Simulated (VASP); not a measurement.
SiC16, 17 atoms in the cell. The cell holds a slab with vacuum, 17 atoms: a = 4.930 Å, b = 4.422 Å, c = 22.694 Å, α = 90.00°, β = 90.00°, γ = 90.00°. 

```yaml
Program: VASP 6.6.1
Task: single point
Functional: PBE
Dispersion: D3(BJ)
Potentials_or_basis: VASP PAW PBE potentials, release 64 (C, Si)
Cutoff: 520 eV
k_mesh: 6 × 6 × 1
Occupations: gaussian, width 0.05 eV
Spin: collinear spin
Starting_moments: "[0.0, 0.0, 0.0, 0.0, 0.0, 0.0, 0.0, 0.0, 0.0, 0.0, 0.0, 0.0, 0.0, 0.0, 0.0, 0.0, 2.0] μB"
Dipole_correction: yes
Further_INCAR_settings: LREAL = Auto; ALGO = Fast; EDIFF = 1e-07; NBANDS = 52
```

Potentials or basis: VASP PAW PBE potentials, release 64 (C, Si).

Command:

```bash
$ cat potpaw_PBE.64/C/POTCAR potpaw_PBE.64/Si/POTCAR > POTCAR
$ mpirun -np 1 vasp_std > vasp.out
```

Hardware: 1 thread of Oxide Virtual Turin-like Processor, with other jobs on the host.

Question: How long does it take, and how much memory?

Answer: Run time: 100 min on 1 thread of Oxide Virtual Turin-like Processor (shared host), peak memory 1 GiB. Counts: scf iterations 51, k points 16.
